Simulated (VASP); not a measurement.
# Be2N (R-3m) in VASP: a series of runs

Runs on Be2N. Level: PBE. Tasks: single point, relaxation of cell and atoms.

Everything below comes from runs of VASP 6.6.1. Logs are shortened: lines on timing, memory, paths and dates and some standing lists are left out, and cuts for length are marked.

**1. The cell of the first run**

The structure is trigonal, space group R-3m (No. 166). Conventional cell: a = 3.431 Å, b = 3.431 Å, c = 6.580 Å, α = 90.00°, β = 90.00°, γ = 120.00°. Be (site symmetry 3m) has 4 N at 1.67 to 2.05 Å within 2.2 Å. Within 2.2 Å of N (site symmetry -3m) lie 8 Be at 1.67 to 2.05 Å.

**2. Single point, PBE**

The input, INCAR:

```
  PREC = Accurate
  ENCUT = 520
  EDIFF = 1E-7
  ISMEAR = 0
  SIGMA = 0.1
  LREAL = False
  LASPH = True
  NELM = 100
  ALGO = Normal
  ISIF = 2
  LWAVE = False
  LCHARG = False
  GGA = PE
  NBANDS = 12
```

The input, KPOINTS:

```
regular mesh
0
Gamma
  18 18 18
```

The input, POSCAR:

```
Be2N
1.0
    1.7154580536      0.9904201691      2.1934910236
   -1.7154580536      0.9904201691      2.1934910236
    0.0000000000     -1.9808403381      2.1934910236
Be N
2 1
Direct
    0.7532620892      0.7532620892      0.7532620892
    0.2467379108      0.2467379108      0.2467379108
    0.5000000000      0.5000000000      0.5000000000
```

Potentials or basis: VASP PAW PBE potentials, release 64 (Be, N).

Started as:

```sh
$ cat potpaw_PBE.64/Be/POTCAR potpaw_PBE.64/N/POTCAR > POTCAR
$ mpirun -np 1 vasp_std > vasp.out
```

OUTCAR:

```text
PREC = Accurate
   ENCUT = 520
   EDIFF = 1E-7
   ISMEAR = 0
   LREAL = False
   LASPH = True
   NELM = 100
   ISIF = 2
   GGA = PE

 ion  position               nearest neighbor table
   1  0.753  0.753  0.753-   3 1.67   3 2.05   3 2.05   3 2.05   2 2.24   2 2.24   2 2.24   2 2.29
                             2 2.29   2 2.29
   2  0.247  0.247  0.247-   3 1.67   3 2.05   3 2.05   3 2.05   1 2.24   1 2.24   1 2.24   1 2.29
                             1 2.29   1 2.29
   3  0.500  0.500  0.500-   1 1.67   2 1.67   2 2.05   2 2.05   1 2.05   1 2.05   2 2.05   1 2.05

  LATTYP: Found a trigonal (rhomboedric) cell.
 ALAT       =     2.9555255566
 COS(alpha) =     0.3262158914

  Lattice vectors:

 A1 = (   1.7154580536,   0.9904201691,   2.1934910236)
 A2 = (  -1.7154580536,   0.9904201691,   2.1934910236)
 A3 = (   0.0000000000,  -1.9808403381,   2.1934910236)

Analysis of symmetry for initial positions (statically):
=====================================================================
 Subroutine PRICEL returns:
 Original cell was already a primitive cell.

 Routine SETGRP: Setting up the symmetry group for a
 trigonal (rhombohedral) supercell.

 Subroutine GETGRP returns: Found 12 space group operations
 (whereof 12 operations were pure point group operations)
 out of a pool of 12 trial point group operations.

The static configuration has the point symmetry D_3d.

Analysis of symmetry for dynamics (positions and initial velocities):
=====================================================================
 Subroutine PRICEL returns:
 Original cell was already a primitive cell.

 Routine SETGRP: Setting up the symmetry group for a
 trigonal (rhombohedral) supercell.

 Subroutine GETGRP returns: Found 12 space group operations
 (whereof 12 operations were pure point group operations)
 out of a pool of 12 trial point group operations.

The dynamic configuration has the point symmetry D_3d.

 Subroutine INISYM returns: Found 12 space group operations
 (whereof 12 operations are pure point group operations),
 and found     1 'primitive' translations

----------------------------------------------------------------------------------------

                                     Primitive cell

  volume of cell :      22.3608

  direct lattice vectors                    reciprocal lattice vectors
     1.715458054  0.990420169  2.193491024     0.291467342  0.168278749  0.151964758
    -1.715458054  0.990420169  2.193491024    -0.291467342  0.168278749  0.151964758
     0.000000000 -1.980840338  2.193491024     0.000000000 -0.336557497  0.151964758

  length of vectors
     2.955525557  2.955525557  2.955525557     0.369275286  0.369275286  0.369275286

  position of ions in fractional coordinates (direct lattice)
     0.753262089  0.753262089  0.753262089
     0.246737911  0.246737911  0.246737911
     0.500000000  0.500000000  0.500000000

  ion indices of the primitive-cell ions
   primitive index   ion index
                 1           1
                 2           2
                 3           3

----------------------------------------------------------------------------------------

 KPOINTS: regular mesh

Automatic generation of k-mesh.
 Grid dimensions read from file:
 generate k-points for:   18   18   18

 Generating k-lattice:

  Cartesian coordinates                     Fractional coordinates (reciprocal lattice)
     0.016192630  0.009348819  0.008442487     0.055555556  0.000000000  0.000000000
    -0.016192630  0.009348819  0.008442487     0.000000000  0.055555556  0.000000000
     0.000000000 -0.018697639  0.008442487     0.000000000  0.000000000  0.055555556

  Length of vectors
     0.020515294  0.020515294  0.020515294

  Shift w.r.t. Gamma in fractional coordinates (k-lattice)
     0.000000000  0.000000000  0.000000000

 Subroutine IBZKPT returns following result:
 ===========================================

 Found    580 irreducible k-points:

 Following reciprocal coordinates:
            Coordinates               Weight
  0.000000  0.000000  0.000000      1.000000
  0.055556 -0.000000 -0.000000      6.000000
  0.111111 -0.000000 -0.000000      6.000000
  0.166667 -0.000000 -0.000000      6.000000
  0.222222  0.000000  0.000000      6.000000
  0.277778 -0.000000  0.000000      6.000000
[... 16 lines left out ...]
 -0.277778  0.055556 -0.000000     12.000000
 -0.222222  0.055556  0.000000     12.000000
 [... further k-points ...]
   k-points           NKPTS =    580   k-points in BZ     NKDIM =    580   number of bands    NBANDS=     12
   number of dos      NEDOS =    301   number of ions     NIONS =      3
   total plane-waves  NPLWV =  13824
   dimension x,y,z NGX =    24 NGY =   24 NGZ =   24
   dimension x,y,z NGXF=    48 NGYF=   48 NGZF=   48
   ions per type =               2   1
   NGX,Y,Z   is equivalent  to a cutoff of  13.50, 13.50, 13.50 a.u.
   NGXF,Y,Z  is equivalent  to a cutoff of  27.00, 27.00, 27.00 a.u.
 SYSTEM =  unknown system
   PREC   = accura    normal or accurate (medium, high low for compatibility)
   ISTART =      0    job   : 0-new  1-cont  2-samecut
   ICHARG =      2    charge: 1-file 2-atom 10-const
   ISPIN  =      1    spin polarized calculation?
   LNONCOLLINEAR =      F non collinear calculations
   LSORBIT =      F    spin-orbit coupling
   LASPH  =      T    aspherical Exc in radial PAW
   ENCUT  =  520.0 eV  38.22 Ry    6.18 a.u.   5.50  5.50  5.50*2*pi/ulx,y,z
   NELM   =    100;   NELMIN=  2; NELMDL= -5     # of ELM steps
   EDIFF  = 0.1E-06   stopping-criterion for ELM
   LREAL  =      F    real-space projection
   EDIFFG = 0.1E-05   stopping-criterion for IOM
   NSW    =      0    number of steps for IOM
   IBRION =     -1    ionic relax: 0-MD 1-quasi-New 2-CG
   NFREE  =      0    steps in history (QN), initial steepest desc. (CG)
   ISIF   =      2    stress and relaxation
   ISYM   =      2    0-nonsym 1-usesym 2-fastsym
   POTIM  = 0.5000    time-step for ionic-motion
   TEBEG  =    0.0;   TEEND  =   0.0 temperature during run
   PSTRESS=    0.0 pullay stress
   NELECT =       9.0000    total number of electrons
   NUPDOWN=      -1.0000    fix difference up-down
   EMIN   =  10.00;   EMAX   =-10.00  energy-range for DOS
   EFERMI =   0.00;   METHOD = LEGACY
   ISMEAR =     0;   SIGMA  =   0.10  broadening in eV -4-tet -1-fermi 0-gaus
   EFERMI_NEDOS =   21; number of points for ismear=-14 and -15
   IALGO  =     38    algorithm
   IMIX   =      4    mixing-type and parameters
     AMIX     =   0.40;   BMIX     =  1.00
     AMIX_MAG =   1.60;   BMIX_MAG =  1.00
  volume/ion in A,a.u.               =       7.45        50.30
  Fermi-wavevector in a.u.,A,eV,Ry     =   1.208723  2.284155 19.878264  1.461011
  Thomas-Fermi vector in A             =   2.344322
   LORBIT       =      0    0 simple, 1 ext, 2 COOP (PROOUT), +10 PAW based schemes
   GGA     = PE    functional components
   LHFCALC =     F    Hartree Fock is set to
   AEXX    =    0.0000 exact exchange contribution
   IVDW    =     0    specifies the selected vdW correction
   LEPSILON=     F    determine dielectric tensor
   LRPA    =     F    only Hartree local field effects (RPA)
 non-spin polarized calculation
 Gauss-broadening in eV      SIGMA  =   0.10
  energy-cutoff  :      520.00
  volume of cell :       22.36
 maximum number of plane-waves:       623
 NGX is ok and might be reduce to    24
   NGX = 11   NGY = 11   NGZ = 11

 number of electron       9.0000000 magnetization

 Free energy of the ion-electron system (eV)
  ---------------------------------------------------
  ext. energy  EPLUGINS =         0.00000000
  ---------------------------------------------------
  free energy    TOTEN  =       -15.65694710 eV

  energy without entropy =      -15.65280747  energy(sigma->0) =      -15.65487729

 E-fermi :   8.9042     XC(G=0): -11.1464

 val. band max:        8.9035531786   @ k =   0.3333   0.0556   0.0000
 cond. band min:       8.9045431502   @ k =  -0.2222   0.1111   0.0556
 fundamental gap:      0.0009899717
 Fermi energy:         8.9041730579

 k-point     1 :       0.0000    0.0000    0.0000
  band No.  band energies     occupation
      1     -10.4774      2.00000
      2       3.9755      2.00000
      3       4.2974      2.00000
      4       4.2974      2.00000
      5       6.3146      2.00000
      6       9.6498      0.00000
      7       9.6498      0.00000
      8      16.5362      0.00000
      9      19.5382      0.00000
     10      19.8767      0.00000
     11      19.8767      0.00000
     12      23.8064      0.00000

 k-point     2 :       0.0556   -0.0000   -0.0000
  band No.  band energies     occupation
      1     -10.4462      2.00000
      2       3.7722      2.00000
      3       4.0117      2.00000
      4       4.2793      2.00000
      5       6.6162      2.00000
      6       9.7305      0.00000
      7       9.8496      0.00000
      8      16.5198      0.00000
      9      19.4087      0.00000
     10      19.4491      0.00000
     11      19.9568      0.00000
     12      24.0787      0.00000

 k-point     3 :       0.1111   -0.0000   -0.0000
  band No.  band energies     occupation
      1     -10.3540      2.00000
      2       2.8787      2.00000
      3       3.8833      2.00000
      4       4.2306      2.00000
      5       7.1344      2.00000
      6       9.9615      0.00000
      7      10.3767      0.00000
      8      16.4614      0.00000
      9      18.5758      0.00000
     10      19.1553      0.00000
     11      20.1831      0.00000
     12      24.7187      0.00000

 k-point     4 :       0.1667   -0.0000   -0.0000
  band No.  band energies     occupation
      1     -10.2056      2.00000
      2       1.8485      2.00000
      3       3.7443      2.00000
      4       4.1643      2.00000
      5       7.6277      2.00000
      6      10.3117      0.00000
      7      11.0492      0.00000
      8      16.3349      0.00000
      9      17.6678      0.00000
     10      19.0151      0.00000
     11      20.5143      0.00000
     12      24.8241      0.00000

 k-point     5 :       0.2222    0.0000    0.0000
  band No.  band energies     occupation
      1     -10.0098      2.00000
      2       0.8339      2.00000
      3       3.5906      2.00000
      4       4.0948      2.00000
      5       8.0917      2.00000
      6      10.7329      0.00000
      7      11.6763      0.00000
      8      16.1264      0.00000
      9      16.8795      0.00000
     10      19.1365      0.00000
     11      20.8929      0.00000
     12      23.9765      0.00000
[... 228 lines left out ...]
      1      -9.2590      2.00000
      2      -1.6226      2.00000
      3       3.0409      2.00000
      4       3.7651      2.00000
      5       9.5793      0.00000
      6      11.8489      0.00000
      7      12.6084      0.00000
      8      15.3504      0.00000
      9      16.2046      0.00000
     10      20.4167      0.00000
     11      21.3245      0.00000
     12      22.3196      0.00000

 k-point    22 :      -0.3333    0.0556    0.0000
  band No.  band energies     occupation
      1      -9.4643      2.00000
      2      -1.0479      2.00000
      3       3.0945      2.00000
      4       3.7900      2.00000
      5       9.2539      0.00000
      6      11.7185      0.00000
      7      12.5023      0.00000
      8      15.5551      0.00000
      9      16.4077      0.00000
     10      19.9608      0.00000
     11      21.5541      0.00000
     12      22.2524      0.00000

 k-point    23 :      -0.2778    0.0556   -0.0000
  band No.  band energies     occupation
      1      -9.7001      2.00000
      2      -0.2897      2.00000
      3       3.1762      2.00000
      4       3.8446      2.00000
      5       8.8645      1.42496
      6      11.4432      0.00000
      7      12.2695      0.00000
      8      15.8317      0.00000
      9      16.6900      0.00000
     10      19.4853      0.00000
     11      21.4561      0.00000
     12      22.6559      0.00000

 k-point    24 :      -0.2222    0.0556    0.0000
  band No.  band energies     occupation
      1      -9.9322      2.00000
      2       0.6029      2.00000
      3       3.2838      2.00000
      4       3.9229      2.00000
      5       8.4452      2.00000
      6      11.0660      0.00000
      7      11.8504      0.00000
      8      16.1278      0.00000
      9      17.1005      0.00000
     10      19.1607      0.00000
     11      21.0992      0.00000
     12      23.4353      0.00000

 [... further k-points ...]
[... 5 lines left out ...]
  --------------------------------------------------------------------------------------
  -------------------------------------------------------------------------------------
  Total        0.0087938      0.0087938      0.0567627      0.0000000      0.0000000      0.0000000
  in kB        0.6300836      0.6300836      4.0671214      0.0000000      0.0000000      0.0000000
  external PRESSURE =       1.7757629 kB  Pullay stress =       0.0000000 kB

 VOLUME and BASIS-vectors are now :
 -----------------------------------------------------------------------------
  energy-cutoff  :      520.00
  volume of cell :       22.36
      direct lattice vectors                 reciprocal lattice vectors
     1.715458054  0.990420169  2.193491024     0.291467342  0.168278749  0.151964758
    -1.715458054  0.990420169  2.193491024    -0.291467342  0.168278749  0.151964758
     0.000000000 -1.980840338  2.193491024     0.000000000 -0.336557497  0.151964758

 POSITION                                       TOTAL-FORCE (eV/Angst)
 -----------------------------------------------------------------------------------
      0.00000      0.00000      4.95682        -0.000000      0.000000      0.017719
      0.00000      0.00000      1.62365        -0.000000     -0.000000     -0.017719
      0.00000      0.00000      3.29024         0.000000      0.000000     -0.000000
 -----------------------------------------------------------------------------------
    total drift:                               -0.000000      0.000000     -0.000000

  FREE ENERGIE OF THE ION-ELECTRON SYSTEM (eV)
  ---------------------------------------------------
  free  energy   TOTEN  =       -15.6569471036 eV

  energy  without entropy=      -15.6528074734  energy(sigma->0) =      -15.65487729
```

Run time: 42 s. Hardware: 1 thread of Intel Xeon 6975P-C (Granite Rapids), shared host; peak memory 0.25 GiB.

What came out:

- Free energy: -15.6569 eV
- Pressure: 0.2 GPa
- Largest force: 0.018 eV/Å

Forces in eV/Å, atoms in the order of the input:
```
Be   0.000  0.000  0.018
Be   0.000  0.000 -0.018
N    0.000  0.000  0.000
```

Levels at points of the mesh, in eV from the Fermi level:
| k point | band 2 | band 3 | band 4 | band 5 | band 6 | band 7 | band 8 | band 9 |
| --- | --- | --- | --- | --- | --- | --- | --- | --- |
| (0.00, 0.00, 0.00) | -4.93 | -4.61 | -4.61 | -2.59 | 0.75 | 0.75 | 7.63 | 10.63 |
| (0.50, 0.00, 0.00) | -10.99 | -5.78 | -4.98 | 0.76 | 3.00 | 3.62 | 6.38 | 6.97 |
| (0.50, 0.50, 0.00) | -9.56 | -8.56 | -6.43 | -2.72 | 4.23 | 5.68 | 6.61 | 10.05 |
| (0.50, 0.50, 0.50) | -10.56 | -6.65 | -6.65 | 0.15 | 0.92 | 0.92 | 4.27 | 10.84 |

**3. Relaxation of cell and atoms, PBE**

This run uses another cell than the first one, of 7.41 Å³/atom, 0.994 times its volume.

The input, INCAR:

```
SYSTEM = Be2N
ALGO = Normal ; EDIFF = 1E-7
EDIFFG = -0.01 ; ENCUT = 600
GGA = PE ; IBRION = 2
ISIF = 3 ; ISMEAR = 0
LASPH = .True. ; LCHARG = .False.
LREAL = .False. ; LWAVE = .False.
NELM = 100 ; NSW = 100
PREC = Accurate ; SIGMA = 0.1
```

The input, KPOINTS:

```
k-points
0
Gamma
  18 18 18
  0 0 0
```

The input, POSCAR:

```
Be2N
1.0
    1.7141379975      0.9896580343      2.1834699672
   -1.7141379975      0.9896580343      2.1834699672
    0.0000000000     -1.9793160685      2.1834699672
Be N
2 1
Direct
    0.7539666677      0.7539666677      0.7539666677
    0.2460333323      0.2460333323      0.2460333323
    0.5000000000      0.5000000000      0.5000000000
```

Potentials or basis: VASP PAW PBE potentials, release 64 (Be, N).

Started as:

```sh
$ cat potpaw_PBE.64/Be/POTCAR potpaw_PBE.64/N/POTCAR > POTCAR
$ mpirun -np 1 vasp_std > vasp.out
```

Run time: 1.7 min. Hardware: 1 thread of Intel Xeon 6975P-C (Granite Rapids), shared host; peak memory 0.24 GiB.

It converged, with:

```
Free energy                            : -15.6586 eV
Relaxed volume                         : 7.45 Å³/atom
Relaxed cell                           : a = 2.956 Å, b = 2.956 Å, c = 2.956 Å, α = 70.95°, β = 70.95°, γ = 70.95°
Space group after relaxing (to 0.05 Å) : R-3m (No. 166)
Energy gained by relaxing              : 0.2 meV/atom
Ionic steps                            : 5
Pressure after relaxing                : 0.0 GPa
```

Stress tensor (GPa, compression positive):
```
-0.09  0.00  0.00
 0.00 -0.09  0.00
 0.00  0.00  0.05
```

Step by step:
| step | energy change (eV) | largest force (eV/Å) | pressure (GPa) | volume (Å³) |
| --- | --- | --- | --- | --- |
| 1 | 0.0000 | 0.0057 | 0.90 | 22.22 |
| 2 | -0.0004 | 0.0479 | -0.24 | 22.36 |
| 3 | -0.0005 | 0.0382 | -0.03 | 22.33 |
| 4 | -0.0006 | 0.0202 | -0.03 | 22.35 |
| 5 | -0.0006 | 0.0020 | -0.04 | 22.36 |

Final structure:
```
CELL_PARAMETERS angstrom
1.71530 0.99033 2.19395
-1.71530 0.99033 2.19395
0.00000 -1.98066 2.19395
ATOMIC_POSITIONS crystal
Be 0.75341 0.75341 0.75341
Be 0.24659 0.24659 0.24659
N 0.50000 0.50000 0.50000
```

Levels at points of the mesh, in eV from the Fermi level:
```csv
k point,band 3,band 4,band 5,band 6,band 7,band 8
"(0.00, 0.00, 0.00)",-4.61,-4.61,-2.59,0.75,0.75,7.62
"(0.50, 0.00, 0.00)",-5.77,-4.98,0.77,3.00,3.62,6.37
"(0.50, 0.50, 0.00)",-8.56,-6.43,-2.72,4.23,5.69,6.61
"(0.50, 0.50, 0.50)",-6.65,-6.65,0.15,0.92,0.92,4.26
```

(Continued in part 2 of 2.)
